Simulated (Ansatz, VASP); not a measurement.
# One calculation of NiO, two programs

```
Ni O
1.0
     1.49199    0.86140    2.43544
    -1.49199    0.86140    2.43544
     0.00000   -1.72280    2.43544
Ni O
1 1
Direct
  0.00000 0.00000 0.00000
  0.50000 0.50000 0.50000
```

Alike in both runs: functional PBE; k mesh 8 × 8 × 8; occupations gaussian, width 0.05 eV; collinear spin.

Ansatz relaxed the structure, and its values are those at the end. VASP's run is a single point on that final structure, the one shown.

|  | VASP | Ansatz |
| --- | --- | --- |
| version | VASP 6.6.1 | Ansatz 0.2.0 |
| potentials or method | VASP PAW PBE potentials, release 64 (Ni, O), cutoff 520 eV | scalar-relativistic, plane waves, PAW |
| valence electrons in the cell | 16 | 24 |

Ansatz gave:

| Quantity | Value |
| --- | --- |
| gap on the k mesh at the Fermi level (eV) | none |
| pressure (GPa) | 0.1 |
| net moment per atom (μB) | 0.93 |
| size of the moment on the site where the two differ most (μB) | 0.31 |

Problem. Estimate VASP's values.

Solution. gap on the k mesh at the Fermi level (eV): none; pressure (GPa): -0.2; net moment per atom (μB): 0.92; size of the moment on the site where the two differ most (μB): 0.29.

Site moments also hang on the region over which each program counts them. A gap of «none» marks a metal or a gap that the smearing closes. VASP's potentials hold 16 valence electrons a cell and Ansatz's 24, so a difference there can come from the potentials and not from the codes.
